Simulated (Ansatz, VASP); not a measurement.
# AlN in VASP and in Ansatz

```
CELL_PARAMETERS angstrom
-1.65675 2.86957 0.00000
0.00000 0.00000 4.18746
4.97025 2.86957 0.00000
ATOMIC_POSITIONS crystal
Al 0.64192 0.75000 0.11257
Al 0.00000 0.75000 0.66667
Al 0.00000 0.25000 0.33333
Al 0.50000 0.25000 0.83333
N 0.50000 0.25000 0.16667
N 0.00000 0.25000 0.66667
N 0.00000 0.75000 0.33333
N 0.50000 0.75000 0.83333
```

Alike in both runs: task single point; functional PBE; k mesh 8 × 6 × 4; occupations gaussian, width 0.05 eV; no spin polarisation.

|  | VASP | Ansatz |
| --- | --- | --- |
| version | VASP 6.6.1 | Ansatz 0.2.0 |
| potentials or method | VASP PAW PBE potentials, release 64 (Al, N), cutoff 520 eV | scalar-relativistic, plane waves, PAW |
| valence electrons in the cell | 32 | 32 |

|  | VASP | Ansatz | Ansatz less VASP |
| --- | --- | --- | --- |
| gap on the k mesh at the Fermi level (eV) | 2.32 | 2.32 | -0.003 |
| least direct gap on the mesh (eV) | 2.32 | 2.32 | -0.003 |
| pressure (GPa) | 7.2 | 7.3 | +0.09 |
| traceless stress, the component that is largest in VASP (GPa) | 10.49 | 10.38 | -0.106 |
| rms of the force components (eV/Å) | 1.759 | 1.749 | -0.0094 |

Atom by atom the forces differ by 0.013 eV/Å (rms over components).
